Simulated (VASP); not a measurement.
# ZnAu in VASP: further runs, part 2 of 2

VASP 6.6.1. Earlier steps stand in the parts before.

## 3. Relaxation of the atoms, LDA

The input, INCAR:

```
ALGO = Normal
EDIFF = 1E-6
EDIFFG = -0.001
ENCUT = 520
GGA = CA
IBRION = 2
ISIF = 2
ISMEAR = 1
LASPH = T
LCHARG = F
LREAL = F
LWAVE = F
NELM = 60
NSW = 80
PREC = Accurate
SIGMA = 0.02
```

The input, KPOINTS:

```
k-points
0
Gamma
  5 5 5
```

The input, POSCAR:

```
ZnAu
1.0
    3.1470000000      0.0000000000      0.0000000000
    0.0000000000      3.1470000000      0.0000000000
    0.0000000000      0.0000000000      3.1470000000
Zn Au
1 1
Selective dynamics
Direct
    0.5000000000      0.5000000000      0.5000000000  F F F
    0.0158900000      0.0158900000      0.0000000000  T T T
```

Potentials or basis: VASP PAW LDA potentials, release 64 (Zn, Au).

The run is started by

```sh
cat potpaw_LDA.64/Zn/POTCAR potpaw_LDA.64/Au/POTCAR > POTCAR
mpirun -np 1 vasp_std > vasp.out
```

OUTCAR:

```text
EDIFF = 1E-6
   EDIFFG = -0.001
   ENCUT = 520
   GGA = CA
   IBRION = 2
   ISIF = 2
   ISMEAR = 1
   LASPH = T
   LREAL = F
   NELM = 60
   NSW = 80
   PREC = Accurate

 ion  position               nearest neighbor table
   1  0.500  0.500  0.500-   2 2.67   2 2.67   2 2.73   2 2.73   2 2.73   2 2.73   2 2.78   2 2.78

   2  0.016  0.016  0.000-   1 2.67   1 2.67   1 2.73   1 2.73   1 2.73   1 2.73   1 2.78   1 2.78

  LATTYP: Found a simple cubic cell.
 ALAT       =     3.1470000000

  Lattice vectors:

 A1 = (   3.1470000000,   0.0000000000,   0.0000000000)
 A2 = (   0.0000000000,   3.1470000000,   0.0000000000)
 A3 = (   0.0000000000,   0.0000000000,   3.1470000000)

Analysis of symmetry for initial positions (statically):
=====================================================================
 Subroutine PRICEL returns:
 Original cell was already a primitive cell.

 Routine SETGRP: Setting up the symmetry group for a
 simple cubic supercell.

 Subroutine GETGRP returns: Found  4 space group operations
 (whereof  4 operations were pure point group operations)
 out of a pool of 48 trial point group operations.

The static configuration has the point symmetry C_2v.

Analysis of symmetry for dynamics (positions and initial velocities):
=====================================================================
 Subroutine PRICEL returns:
 Original cell was already a primitive cell.

 Routine SETGRP: Setting up the symmetry group for a
 simple cubic supercell.

 Subroutine GETGRP returns: Found  4 space group operations
[... 348 lines left out ...]
 number of electron      23.0000000 magnetization

 Free energy of the ion-electron system (eV)
  ---------------------------------------------------
  ext. energy  EPLUGINS =         0.00000000
  ---------------------------------------------------
  free energy    TOTEN  =        -6.74860921 eV

  energy without entropy =       -6.74825405  energy(sigma->0) =       -6.74849082

 E-fermi :   6.6218     XC(G=0): -12.6752

 val. band max:        6.6203095670   @ k =  -0.4000   0.4000   0.4000
 cond. band min:       7.4188930860   @ k =   0.4000   0.4000   0.2000
 fundamental gap:      0.7985835189
 Fermi energy:         6.6217909880

 k-point     1 :       0.0000    0.0000    0.0000
  band No.  band energies     occupation
      1      -3.7618      2.00000
      2      -1.3052      2.00000
      3      -1.3052      2.00000
      4      -0.6374      2.00000
      5      -0.6374      2.00000
      6      -0.6374      2.00000
      7       1.4564      2.00000
      8       1.4564      2.00000
      9       3.1606      2.00000
     10       3.1606      2.00000
     11       3.1606      2.00000
     12      11.8092      0.00000
     13      11.8092      0.00000
     14      11.8092      0.00000
[... 401 lines left out ...]
      2      -1.0382      2.00000
      3      -0.9370      2.00000
      4      -0.8684      2.00000
      5      -0.4020      2.00000
      6       0.3989      2.00000
      7       1.4007      2.00000
      8       1.7296      2.00000
      9       2.3367      2.00000
     10       3.3446      2.00000
     11       4.6689      2.00000
     12       7.4189      0.00000
     13       8.6939      0.00000
     14      11.1217      0.00000
     15      14.1062      0.00000

 [... further k-points ...]
[... 5 lines left out ...]
  --------------------------------------------------------------------------------------
  -------------------------------------------------------------------------------------
  Total       -1.1004390     -1.1004390     -1.1004374      0.0000064      0.0000000      0.0000000
  in kB      -56.5700190    -56.5700190    -56.5699361      0.0003308      0.0000000      0.0000000
  external PRESSURE =     -56.5699914 kB  Pullay stress =       0.0000000 kB
[... 17 lines left out ...]
  FREE ENERGIE OF THE ION-ELECTRON SYSTEM (eV)
  ---------------------------------------------------
  free  energy   TOTEN  =        -6.7486092096 eV

  energy  without entropy=       -6.7482540454  energy(sigma->0) =       -6.74849082

 reached required accuracy - stopping structural energy minimisation
```

OSZICAR:

```text
N       E                     dE             d eps       ncg     rms          rms(c)
DAV:   1     0.129732071809E+03    0.12973E+03   -0.11882E+04   826   0.197E+03
DAV:   2    -0.316791362984E+01   -0.13290E+03   -0.12842E+03   866   0.352E+02
DAV:   3    -0.724387701559E+01   -0.40760E+01   -0.40593E+01   985   0.716E+01
[... 112 lines left out ...]
DAV:   1    -0.674860833548E+01   -0.39535E-06   -0.15091E-04   810   0.700E-02    0.719E-04
DAV:   2    -0.674860842570E+01   -0.90213E-07   -0.10358E-06   440   0.102E-02
  18 F= -.67486084E+01 E0= -.67484900E+01  d E =-.989816E-06
       N       E                     dE             d eps       ncg     rms          rms(c)
DAV:   1    -0.674860879079E+01   -0.45530E-06   -0.60361E-04   810   0.140E-01    0.146E-03
DAV:   2    -0.674860920958E+01   -0.41879E-06   -0.47371E-06   873   0.205E-02
  19 F= -.67486092E+01 E0= -.67484908E+01  d E =-.177370E-05
```

Wall time 1.7 min (1 thread of AMD EPYC 7R13, shared host); peak memory 0.11 GiB.

Results:

```yaml
Free_energy: -6.7486 eV
Energy_gained_by_relaxing: 3.8 meV/atom
Ionic_steps: 19
Pressure_after_relaxing: -5.7 GPa
Band_gap_on_the_k_mesh: zero (an odd number of electrons rules out a gap without spin polarisation)
```

Step by step:
```csv
step,energy change (eV),largest force on free atoms (eV/Å),pressure (GPa)
1,0.0000,0.2167,-5.44
2,-0.0021,0.1853,-5.49
3,-0.0064,0.0880,-5.62
4,-0.0059,0.1016,-5.61
5,-0.0076,0.0014,-5.65
6,-0.0076,0.0031,-5.66
7,-0.0076,0.0024,-5.65
8,-0.0076,0.0034,-5.65
9,-0.0076,0.0035,-5.65
10,-0.0076,0.0036,-5.66
11,-0.0076,0.0036,-5.66
12,-0.0076,0.0035,-5.66
13,-0.0076,0.0033,-5.66
14,-0.0076,0.0030,-5.66
15,-0.0076,0.0034,-5.66
16,-0.0076,0.0033,-5.66
17,-0.0076,0.0029,-5.66
18,-0.0076,0.0022,-5.66
19,-0.0076,0.0008,-5.66
```

Final structure:
```
Zn Au
1.0
     3.14700    0.00000    0.00000
     0.00000    3.14700    0.00000
     0.00000    0.00000    3.14700
Zn Au
1 1
Direct
  0.50000 0.50000 0.50000
  0.00013 0.00013 0.00000
```

Caveat: the k points lie up to 0.40 Å⁻¹ apart, too coarse for converged energies and pressures of a metal; spin-orbit coupling is left out, which moves the levels of the heavy elements.
